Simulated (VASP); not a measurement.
Set up this calculation in VASP 6.6.1, as the native input.

```yaml
Task: single point
Functional: LDA
Potentials_or_basis: VASP PAW LDA potentials, release 64 (Cd, F)
Cutoff: 520 eV
k_mesh: 8 × 8 × 8
Occupations: gaussian, width 0.05 eV
Spin: no spin polarisation
Dipole_correction: no
Further_INCAR_settings: ALGO = Normal; EDIFF = 1e-07; NBANDS = 20
```

The structure of CdF2 lies in POSCAR:

```
CdF2
1.0
    0.0000000000      2.6940000000      2.6940000000
    2.6940000000      0.0000000000      2.6940000000
    2.6940000000      2.6940000000      0.0000000000
Cd F
1 2
Direct
   -0.2227171492      0.0000000000      0.0000000000
    0.2500000000      0.2500000000      0.2500000000
    0.7500000000      0.7500000000      0.7500000000
```

This cell differs from its parent crystal: atom 1 (Cd) moved by (-0.600, -0.600) A along y and z.

One way to write it, as run:

INCAR

```
SYSTEM = CdF2
PREC = Accurate
ENCUT = 520
EDIFF = 1E-7
ISMEAR = 0
SIGMA = 0.05
LREAL = .FALSE.
LASPH = .TRUE.
NELM = 80
ALGO = Normal
ISIF = 2
LWAVE = .FALSE.
LCHARG = .FALSE.
NBANDS = 20
```

KPOINTS

```
Automatic mesh
0
G
  8 8 8
  0 0 0
```

Potentials or basis: VASP PAW LDA potentials, release 64 (Cd, F).

The run is started by

```bash
$ cat potpaw_LDA.64/Cd/POTCAR potpaw_LDA.64/F/POTCAR > POTCAR
$ mpirun -np 1 vasp_std > vasp.out
```

Results of the run:

* Pressure: 56.9 GPa
* Largest force: 15.432 eV/Å
* Band gap on the k mesh: 1.64 eV, indirect (least direct gap 2.74 eV)

Caveat: the cell differs from its parent crystal (atom 1 (Cd) moved by (-0.600, -0.600) A along y and z); forces of over 1 eV/Å act on the atoms, so gaps and moduli don't describe the material at rest.

Run time: 37 s on 1 thread of Intel(R) Xeon(R) Platinum 8488C (Sapphire Rapids), with other jobs on the host, peak memory 0.18 GiB.
